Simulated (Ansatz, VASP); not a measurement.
# Fe: VASP beside Ansatz

```
CELL_PARAMETERS angstrom
0.00000 1.95460 1.97812
1.50836 0.00000 1.97812
1.50836 1.95460 0.00000
ATOMIC_POSITIONS crystal
Fe 0.00000 0.00000 0.00000
```

Change from the starting cell: volume scaled by 1.02.

Alike in both runs: task single point; functional PBE; k mesh 13 × 13 × 13; occupations fermi-dirac, width 0.05 eV; collinear spin.

|  | VASP | Ansatz |
| --- | --- | --- |
| version | VASP 6.6.1 | Ansatz 0.2.0 |
| potentials or method | VASP PAW PBE potentials, release 64 (Fe), cutoff 520 eV | all-electron LAPW, scalar-relativistic |

|  | VASP | Ansatz | Ansatz less VASP |
| --- | --- | --- | --- |
| gap on the k mesh at the Fermi level (eV) | none | none | - |
| pressure (GPa) | -4.0 | -4.5 | -0.47 |
| traceless stress, the component that is largest in VASP (GPa) | -4.44 | -4.63 | -0.190 |
| net moment per atom (μB) | 2.25 | 2.21 | -0.038 |
| size of the moment on the site where the two differ most (μB) | 2.25 | 2.27 | +0.018 |

Site moments also hang on the region over which each program counts them. A gap of «none» marks a metal or a gap that the smearing closes. Ansatz ran all-electron here, and VASP with PAW potentials.
